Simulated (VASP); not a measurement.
# Si16F (a cell with a defect) in VASP: further runs

Si16F (a cell with a defect) is run at these levels: PBE; tasks: single point.

Program: VASP 6.6.1. These are calculated values, not measurements. Logs are shortened: lines on timing, memory, paths and dates and some standing lists are left out, and cuts for length are marked.

## 1. The cell of the first run

The cell holds a defect, 17 atoms: a = 7.679 Å, b = 7.679 Å, c = 7.679 Å, α = 60.00°, β = 60.00°, γ = 60.00°.

## 2. Single point, PBE, collinear spin

Input file INCAR:

```
PREC     = Accurate       # precision mode
ENCUT    = 520            # plane-wave cutoff, eV
EDIFF    = 1E-6           # SCF threshold, eV
ISMEAR   = -1             # smearing method
SIGMA    = 0.05           # smearing width, eV
LREAL    = F              # projectors in reciprocal space
LASPH    = T              # aspherical terms in the spheres
NELM     = 200            # most SCF steps
ALGO     = Normal         # electronic algorithm
ISIF     = 2              # what is computed and relaxed
LWAVE    = F              # write WAVECAR
LCHARG   = F              # write CHGCAR
ISPIN    = 2              # spin polarisation
MAGMOM   = 0 0 0 0 0 0 0 0 0 0 0 0 0 0 0 0 1 # initial moments
LORBIT   = 11             # projections on sites
GGA      = PE             # functional
NBANDS   = 54             # bands
GGA_COMPAT= F
```

Input file KPOINTS:

```
Automatic mesh
0
Gamma
  2 2 2
```

Input file POSCAR:

```
Si16F
1.0
    0.0000000000      5.4300000000      5.4300000000
    5.4300000000      0.0000000000      5.4300000000
    5.4300000000      5.4300000000      0.0000000000
Si F
16 1
Direct
    0.0949907919      0.2870534070     -0.1724861878
   -0.1305432781      0.0903038674      0.2515377532
   -0.0932412523      0.2793370166      0.4790607735
    0.2381767956     -0.0402762431      0.7580847145
    0.1665745856      0.4949171271     -0.2166298343
    0.0520718232      0.7393830571      0.2352762431
   -0.2041620626      0.4866114180      0.6888950276
    0.2665837937      0.5821454880      0.4339871087
    0.1228268877      0.1905616943      0.1351104972
    0.7955985267     -0.0321915285      0.0929650092
    0.5411694291     -0.1395303867      0.6046132597
    0.8449263352     -0.1180939227      0.4866758748
    0.5266758748      0.2242449355      0.2487016575
    0.6720718232      0.7636003683     -0.1635819521
    0.5762983425      0.5728176796      0.2429650092
    0.4493186004      0.4343830571      0.7391160221
    0.8828729282      0.5183609576      0.9784714549
```

Potentials or basis: VASP PAW PBE potentials, release 64 (Si, F).

Run with:

```console
cat potpaw_PBE.64/Si/POTCAR potpaw_PBE.64/F/POTCAR > POTCAR
mpirun -np 1 vasp_std > vasp.out
```

OUTCAR:

```text
PREC = Accurate
   ENCUT = 520
   EDIFF = 1E-6
   ISMEAR = -1
   LREAL = F
   LASPH = T
   NELM = 200
   ISIF = 2
   ISPIN = 2
   LORBIT = 11
   GGA = PE

 ion  position               nearest neighbor table
   1  0.095  0.287  0.828-   5 1.76  17 2.10   9 2.18   4 2.41   7 2.46   2 2.82   8 2.86  16 3.10

   2  0.869  0.090  0.252-  12 1.71   9 2.06  10 2.25  13 2.31   6 2.37   1 2.82   3 2.95  11 3.11

   3  0.907  0.279  0.479-   7 2.39   9 2.55   2 2.95  16 2.99  15 3.10
   4  0.238  0.960  0.758-  11 1.94   1 2.41   6 3.05  10 3.06  14 3.13
   5  0.167  0.495  0.783-   1 1.76  16 1.86  17 1.91   8 2.21   9 2.54
   6  0.052  0.739  0.235-  12 2.18  10 2.22   8 2.28   2 2.37   4 3.05
   7  0.796  0.487  0.689-   3 2.39  14 2.45   1 2.46  11 2.51  16 2.70  12 2.76
   8  0.267  0.582  0.434-  15 2.06   5 2.21   6 2.28  16 2.79  12 2.85   1 2.86  13 3.02
   9  0.123  0.191  0.135-   2 2.06   1 2.18  17 2.39   5 2.54   3 2.55
  10  0.796  0.968  0.093-   6 2.22   2 2.25  13 2.32  12 2.94   4 3.06
  11  0.541  0.860  0.605-   4 1.94  12 2.10  14 2.11   7 2.51  13 2.76   2 3.11
  12  0.845  0.882  0.487-   2 1.71  11 2.10   6 2.18  14 2.24   7 2.76   8 2.85  10 2.94  13 3.08

  13  0.527  0.224  0.249-   2 2.31  10 2.32  11 2.76  15 2.86   8 3.02  12 3.08
  14  0.672  0.764  0.836-  17 2.00  11 2.11  12 2.24   7 2.45  15 2.58   4 3.13
  15  0.576  0.573  0.243-   8 2.06  17 2.22  14 2.58  13 2.86   3 3.10  16 3.14
  16  0.449  0.434  0.739-   5 1.86   7 2.70   8 2.79   3 2.99   1 3.10  15 3.14
  17  0.883  0.518  0.978-   5 1.91  14 2.00   1 2.10  15 2.22   9 2.39

  LATTYP: Found a face centered cubic cell.
 ALAT       =    10.8600000000

  Lattice vectors:

 A1 = (   0.0000000000,   5.4300000000,   5.4300000000)
 A2 = (   5.4300000000,   0.0000000000,   5.4300000000)
 A3 = (   5.4300000000,   5.4300000000,   0.0000000000)

Analysis of symmetry for initial positions (statically):
=====================================================================
 Subroutine PRICEL returns:
 Original cell was already a primitive cell.

 Routine SETGRP: Setting up the symmetry group for a
 face centered cubic supercell.

 Subroutine GETGRP returns: Found  1 space group operations
 (whereof  1 operations were pure point group operations)
 out of a pool of 48 trial point group operations.

The static configuration has the point symmetry C_1 .

Analysis of symmetry for dynamics (positions and initial velocities):
=====================================================================
 Subroutine PRICEL returns:
 Original cell was already a primitive cell.

 Routine SETGRP: Setting up the symmetry group for a
 face centered cubic supercell.

 Subroutine GETGRP returns: Found  1 space group operations
 (whereof  1 operations were pure point group operations)
 out of a pool of 48 trial point group operations.

The dynamic configuration has the point symmetry C_1 .

Analysis of structural, dynamic, and magnetic symmetry:
=====================================================================
 Subroutine PRICEL returns:
 Original cell was already a primitive cell.

 Routine SETGRP: Setting up the symmetry group for a
 face centered cubic supercell.

 Subroutine GETGRP returns: Found  1 space group operations
 (whereof  1 operations were pure point group operations)
 out of a pool of 48 trial point group operations.

The overall configuration has the point symmetry C_1 .

 Subroutine INISYM returns: Found  1 space group operations
 (whereof  1 operations are pure point group operations),
 and found     1 'primitive' translations

----------------------------------------------------------------------------------------

                                     Primitive cell

  volume of cell :     320.2060

  direct lattice vectors                    reciprocal lattice vectors
     0.000000000  5.430000000  5.430000000    -0.092081031  0.092081031  0.092081031
     5.430000000  0.000000000  5.430000000     0.092081031 -0.092081031  0.092081031
     5.430000000  5.430000000  0.000000000     0.092081031  0.092081031 -0.092081031

  length of vectors
     7.679179644  7.679179644  7.679179644     0.159489025  0.159489025  0.159489025

  position of ions in fractional coordinates (direct lattice)
     0.094990792  0.287053407  0.827513812
     0.869456722  0.090303867  0.251537753
     0.906758748  0.279337017  0.479060774
     0.238176796  0.959723757  0.758084715
     0.166574586  0.494917127  0.783370166
     0.052071823  0.739383057  0.235276243
[... 54 lines left out ...]
 ===========================================

 Found      8 irreducible k-points:

 Following reciprocal coordinates:
            Coordinates               Weight
  0.000000  0.000000  0.000000      1.000000
  0.500000  0.000000  0.000000      1.000000
  0.000000  0.500000  0.000000      1.000000
  0.000000  0.000000  0.500000      1.000000
  0.500000  0.500000  0.500000      1.000000
[... 42 lines left out ...]
  volume/ion in A,a.u.               =      18.84       127.11
  Fermi-wavevector in a.u.,A,eV,Ry     =   0.990873  1.872478 13.358586  0.981828
  Thomas-Fermi vector in A             =   2.122574
   LORBIT       =     11    0 simple, 1 ext, 2 COOP (PROOUT), +10 PAW based schemes
   GGA     = PE    functional components
   LHFCALC =     F    Hartree Fock is set to
   AEXX    =    0.0000 exact exchange contribution
   IVDW    =     0    specifies the selected vdW correction
   LEPSILON=     F    determine dielectric tensor
   LRPA    =     F    only Hartree local field effects (RPA)
 spin polarized calculation
  energy-cutoff  :      520.00
  volume of cell :      320.21
 maximum number of plane-waves:      8646
 NGX is ok and might be reduce to    60
   NGX = 29   NGY = 29   NGZ = 29

 number of electron      71.0000002 magnetization       0.0000799

 number of electron      71.0000002 magnetization      -0.0000444

 Free energy of the ion-electron system (eV)
  ---------------------------------------------------
  ext. energy  EPLUGINS =         0.00000000
  ---------------------------------------------------
  free energy    TOTEN  =       -61.45446274 eV

  energy without entropy =      -61.37986976  energy(sigma->0) =      -61.41716625

 E-fermi :   6.0445     XC(G=0):  -9.5162

 val. band max:        6.0431356539   @ k =   0.0000   0.5000   0.5000
 cond. band min:       6.0999646198   @ k =   0.0000   0.5000   0.0000
 fundamental gap:      0.0568289659
 Fermi energy:         6.0444757369

 spin component 1

 k-point     1 :       0.0000    0.0000    0.0000
  band No.  band energies     occupation
      1     -20.9280      1.00000
      2      -8.0650      1.00000
      3      -7.0469      1.00000
      4      -5.9663      1.00000
      5      -4.8983      1.00000
      6      -4.3433      1.00000
[... 389 lines left out ...]
     46       8.6754      0.00000
     47       8.9073      0.00000
 Fermi energy:         6.0444757369

 spin component 2

 k-point     1 :       0.0000    0.0000    0.0000
  band No.  band energies     occupation
      1     -20.9281      1.00000
      2      -8.0650      1.00000
      3      -7.0469      1.00000
      4      -5.9663      1.00000
      5      -4.8983      1.00000
      6      -4.3433      1.00000
[... 389 lines left out ...]
     46       8.6754      0.00000
     47       8.9073      0.00000
 [bands above 47 left out]

------------------------ aborting loop because EDIFF is reached ----------------------------------------

  FORCE on cell =-STRESS in cart. coord.  units (eV):
  Direction    XX          YY          ZZ          XY          YZ          ZX
  --------------------------------------------------------------------------------------
  -------------------------------------------------------------------------------------
  Total       36.0127134     50.3813336     75.1567776     -4.2417763      6.7899427     -8.7538604
  in kB      180.1925961    252.0871784    376.0531660    -21.2240795     33.9740408    -43.8006659
  external PRESSURE =     269.4443135 kB  Pullay stress =       0.0000000 kB

 VOLUME and BASIS-vectors are now :
 -----------------------------------------------------------------------------
  energy-cutoff  :      520.00
  volume of cell :      320.21
      direct lattice vectors                 reciprocal lattice vectors
     0.000000000  5.430000000  5.430000000    -0.092081031  0.092081031  0.092081031
     5.430000000  0.000000000  5.430000000     0.092081031 -0.092081031  0.092081031
     5.430000000  5.430000000  0.000000000     0.092081031  0.092081031 -0.092081031

 POSITION                                       TOTAL-FORCE (eV/Angst)
 -----------------------------------------------------------------------------------
      6.05210      5.00920      2.07450       -11.779863     -2.893857    -13.964590
      1.85620      6.08700      5.21150         0.180198    -13.083775     12.174209
      4.11810      7.52500      6.44050        -0.121481     -0.853866     -0.165225
      9.32770      5.40970      6.50460         5.870614     -3.048310     -4.308808
      6.94110      5.15820      3.59190        10.985043     -4.553060      8.085368
      5.29240      1.56030      4.29760        -3.392563      0.285167     -0.008975
[... 9 lines left out ...]
      6.37210      6.45320      4.79850        -3.414633      7.681265      7.788255
      8.12780     10.10710      7.60870         2.349465      0.425578      0.925469
 -----------------------------------------------------------------------------------
    total drift:                               -0.000044     -0.000207      0.000683

  FREE ENERGIE OF THE ION-ELECTRON SYSTEM (eV)
  ---------------------------------------------------
  free  energy   TOTEN  =       -61.4544627440 eV

  energy  without entropy=      -61.3798697594  energy(sigma->0) =      -61.41716625

 total charge

# of ion       s       p       d       tot
------------------------------------------
    1        0.860   1.056   0.000   1.916
    2        0.854   1.235   0.000   2.088
    3        0.868   0.663   0.000   1.532
    4        0.851   0.858   0.000   1.709
    5        0.885   1.182   0.000   2.067
    6        0.823   0.881   0.000   1.704
[... 9 lines left out ...]
   16        0.876   0.840   0.000   1.716
   17        1.781   4.351   0.000   6.132
--------------------------------------------------
tot         15.411  18.951   0.000  34.362

 magnetization (x)

# of ion       s       p       d       tot
------------------------------------------
    1       -0.000  -0.000   0.000  -0.000
    2       -0.000   0.000   0.000   0.000
    3       -0.000   0.000   0.000   0.000
    4       -0.000  -0.000   0.000  -0.000
    5       -0.000   0.000   0.000   0.000
    6        0.000   0.000   0.000   0.000
[... 9 lines left out ...]
   16       -0.000  -0.000   0.000  -0.000
   17        0.000  -0.000   0.000  -0.000
--------------------------------------------------
tot         -0.000   0.000   0.000  -0.000
```

It took 6 min on 1 thread of Oxide Virtual Turin-like, shared host; peak memory 0.71 GiB.

Results:

```
Free energy                                           : -61.4545 eV
Pressure                                              : 26.9 GPa
Largest force                                         : 19.094 eV/Å
Net moment                                            : 0.00 μB per cell
Valence electrons inside the program's atomic spheres : Si 1.92, 2.09, 1.53, 1.71, 2.07, 1.70, 1.60, 1.73, 1.66, 1.88, 2.04, 1.58, 1.62, 1.72 (each value once); F 6.13
```

Forces in eV/Å, atoms in the order of the input:
```
Si  -11.780  -2.894 -13.965
Si    0.180 -13.084  12.174
Si   -0.121  -0.854  -0.165
Si    5.871  -3.048  -4.309
Si   10.985  -4.553   8.085
Si   -3.393   0.285  -0.009
Si   -0.225  -0.687  -0.857
Si    1.131  -1.634  -2.216
Si    0.658   4.975   3.268
Si   -2.016  -2.538  -0.792
Si   -5.412  -2.783   0.377
Si    2.699  15.070 -11.410
Si    1.492  -0.944  -0.431
Si    2.686   2.701  -1.036
Si   -1.690   1.880   2.572
Si   -3.415   7.681   7.788
F     2.349   0.426   0.925
```

Levels at points of the mesh, in eV from the Fermi level:
Spin up:
| k point | band 32 | band 33 | band 34 | band 35 | band 36 | band 37 | band 38 | band 39 | band 40 | band 41 |
| --- | --- | --- | --- | --- | --- | --- | --- | --- | --- | --- |
| (0.00, 0.00, 0.00) | -1.07 | -0.89 | -0.45 | -0.23 | -0.07 | 0.12 | 0.55 | 0.69 | 0.93 | 1.29 |
| (0.50, 0.00, 0.00) | -1.10 | -0.55 | -0.31 | -0.18 | 0.06 | 0.38 | 0.71 | 0.75 | 1.12 | 1.54 |
| (0.00, 0.50, 0.00) | -1.03 | -0.82 | -0.44 | -0.04 | 0.06 | 0.20 | 0.73 | 0.84 | 1.15 | 1.31 |
| (0.00, 0.00, 0.50) | -1.16 | -0.84 | -0.73 | -0.36 | -0.02 | 0.40 | 0.53 | 0.72 | 1.17 | 1.54 |
| (0.50, 0.50, 0.50) | -1.35 | -0.91 | -0.69 | -0.18 | -0.12 | 0.13 | 0.33 | 0.91 | 1.01 | 1.34 |
| (0.50, 0.50, 0.00) | -1.13 | -0.94 | -0.68 | -0.46 | 0.11 | 0.24 | 0.50 | 0.91 | 1.05 | 1.38 |
| (0.00, 0.50, 0.50) | -1.11 | -1.06 | -0.71 | -0.32 | 0.00 | 0.27 | 0.54 | 0.77 | 1.17 | 1.49 |
| (0.50, 0.00, 0.50) | -0.88 | -0.76 | -0.45 | -0.13 | -0.09 | 0.22 | 0.47 | 1.10 | 1.16 | 1.52 |
Spin down:
```
           k point  band 32  band 33  band 34  band 35  band 36  band 37  band 38  band 39  band 40  band 41
(0.00, 0.00, 0.00)    -1.07    -0.89    -0.45    -0.23    -0.07     0.12     0.55     0.69     0.93     1.29
(0.50, 0.00, 0.00)    -1.10    -0.55    -0.31    -0.18     0.06     0.38     0.71     0.75     1.12     1.54
(0.00, 0.50, 0.00)    -1.03    -0.82    -0.44    -0.04     0.06     0.20     0.73     0.84     1.15     1.31
(0.00, 0.00, 0.50)    -1.16    -0.84    -0.73    -0.36    -0.02     0.40     0.53     0.72     1.17     1.54
(0.50, 0.50, 0.50)    -1.35    -0.91    -0.69    -0.18    -0.12     0.13     0.33     0.91     1.01     1.34
(0.50, 0.50, 0.00)    -1.13    -0.94    -0.68    -0.46     0.11     0.24     0.50     0.91     1.05     1.38
(0.00, 0.50, 0.50)    -1.11    -1.06    -0.71    -0.32     0.00     0.27     0.54     0.77     1.17     1.49
(0.50, 0.00, 0.50)    -0.88    -0.76    -0.45    -0.13    -0.09     0.22     0.47     1.10     1.16     1.52
```

Caveat: the k points lie up to 0.50 Å⁻¹ apart.

## 3. Single point, PBE, collinear spin

Input file INCAR:

```
  PREC = Accurate
  ENCUT = 520
  EDIFF = 1E-6
  ISMEAR = -1
  SIGMA = 0.05
  LREAL = F
  LASPH = T
  NELM = 200
  ALGO = Normal
  ISIF = 2
  LWAVE = F
  LCHARG = F
  ISPIN = 2
  MAGMOM = 0 0 0 0 0 0 0 0 0 0 0 0 0 0 0 0 1
  LORBIT = 11
  GGA = PE
  NBANDS = 54
  GGA_COMPAT = F
```

Input file KPOINTS:

```
regular mesh
0
Gamma
  2 2 2
```

Input file POSCAR:

```
Si16F
1.0
    0.0000000000      5.4300000000      5.4300000000
    5.4300000000      0.0000000000      5.4300000000
    5.4300000000      5.4300000000      0.0000000000
Si F
16 1
Direct
    0.1132412523      0.3398895028     -0.2158747698
   -0.2490607735      0.1112891344      0.2772007366
   -0.1044843462      0.4164548803      0.4568232044
    0.2410957643     -0.0878176796      0.8234162063
    0.2114364641      0.5498342541     -0.3291160221
    0.0670902394      0.7419337017      0.2447329650
   -0.3258011050      0.4931307551      0.7658563536
    0.3055340700      0.5811694291      0.3431767956
    0.0154972376      0.2579834254      0.1908011050
    0.8862246777     -0.1494290976      0.0799079190
    0.5436372007     -0.1826243094      0.6342633517
    0.9291804788     -0.2332688766      0.4900644567
    0.5094475138      0.1613812155      0.3346593002
    0.6607182320      0.8381399632     -0.2466850829
    0.6099723757      0.6129005525      0.1549263352
    0.4764917127      0.3795488029      0.7420902394
    0.9258747698      0.4958011050      1.1234069982
```

Potentials or basis: VASP PAW PBE potentials, release 64 (Si, F).

Run with:

```console
cat potpaw_PBE.64/Si/POTCAR potpaw_PBE.64/F/POTCAR > POTCAR
mpirun -np 1 vasp_std > vasp.out
```

Wall time 5.6 min (1 thread of Oxide Virtual Turin-like, shared host); peak memory 0.71 GiB.

Results (log left out):

```yaml
Free_energy: -47.0180 eV
Pressure: 43.8 GPa
Largest_force: 35.573 eV/Å
Net_moment: 0.00 μB per cell
Valence_electrons_inside_the_program's_atomic_spheres: Si 1.81, 2.07, 1.58, 1.66, 2.10, 2.22, 1.73, 1.89, 1.68, 1.72, 2.15, 2.00, 2.04, 1.98, 1.59 (each value once); F 6.26
```

Forces on the atoms (eV/Å):
```
Si   -5.960   1.565 -17.250
Si  -12.599  21.659  24.711
Si    0.681   1.139  -0.450
Si    5.050  -2.575  -2.866
Si    8.129  -4.995  13.946
Si  -16.011  -8.262   6.819
Si   -0.745   4.651  -1.479
Si   -2.599   6.347  -0.108
Si   -6.516   4.940  -4.722
Si   -0.925  -7.940  -0.562
Si  -12.103 -20.248  -6.481
Si   16.442   8.558  -5.863
Si   13.512 -23.045 -23.490
Si   14.027  19.158   8.904
Si   -0.814  -0.939   2.711
Si   -2.881   5.023   0.512
F     3.311  -5.034   5.668
```

Stress tensor (GPa, compression positive):
```
36.01 -0.12 -7.95
-0.12 53.78 19.41
-7.95 19.41 41.58
```

Levels at points of the mesh, in eV from the Fermi level:
Spin up:
| k point | band 32 | band 33 | band 34 | band 35 | band 36 | band 37 | band 38 | band 39 |
| --- | --- | --- | --- | --- | --- | --- | --- | --- |
| (0.00, 0.00, 0.00) | -1.03 | -0.61 | -0.41 | -0.33 | -0.19 | 0.21 | 0.36 | 0.50 |
| (0.50, 0.00, 0.00) | -0.90 | -0.66 | -0.56 | -0.09 | 0.10 | 0.28 | 0.54 | 0.75 |
| (0.00, 0.50, 0.00) | -1.11 | -0.95 | -0.70 | -0.39 | -0.02 | 0.14 | 0.52 | 0.85 |
| (0.00, 0.00, 0.50) | -1.23 | -1.04 | -0.56 | -0.23 | -0.09 | 0.12 | 0.28 | 0.58 |
| (0.50, 0.50, 0.50) | -1.41 | -1.07 | -0.79 | -0.39 | 0.03 | 0.08 | 0.42 | 0.75 |
| (0.50, 0.50, 0.00) | -1.23 | -0.80 | -0.60 | -0.51 | -0.13 | 0.38 | 0.58 | 1.07 |
| (0.00, 0.50, 0.50) | -1.20 | -1.04 | -0.74 | -0.22 | 0.13 | 0.15 | 0.53 | 0.89 |
| (0.50, 0.00, 0.50) | -1.17 | -0.79 | -0.37 | -0.06 | 0.09 | 0.36 | 0.68 | 0.87 |
Spin down:
```
           k point  band 33  band 34  band 35  band 36  band 37  band 38
(0.00, 0.00, 0.00)    -0.61    -0.41    -0.33    -0.19     0.21     0.36
(0.50, 0.00, 0.00)    -0.66    -0.56    -0.09     0.10     0.28     0.54
(0.00, 0.50, 0.00)    -0.95    -0.70    -0.39    -0.02     0.14     0.52
(0.00, 0.00, 0.50)    -1.04    -0.56    -0.23    -0.09     0.12     0.28
(0.50, 0.50, 0.50)    -1.07    -0.79    -0.39     0.03     0.08     0.42
(0.50, 0.50, 0.00)    -0.80    -0.60    -0.51    -0.13     0.38     0.58
(0.00, 0.50, 0.50)    -1.04    -0.74    -0.22     0.13     0.15     0.53
(0.50, 0.00, 0.50)    -0.79    -0.37    -0.06     0.09     0.36     0.68
```

Caveat: the k points lie up to 0.50 Å⁻¹ apart.
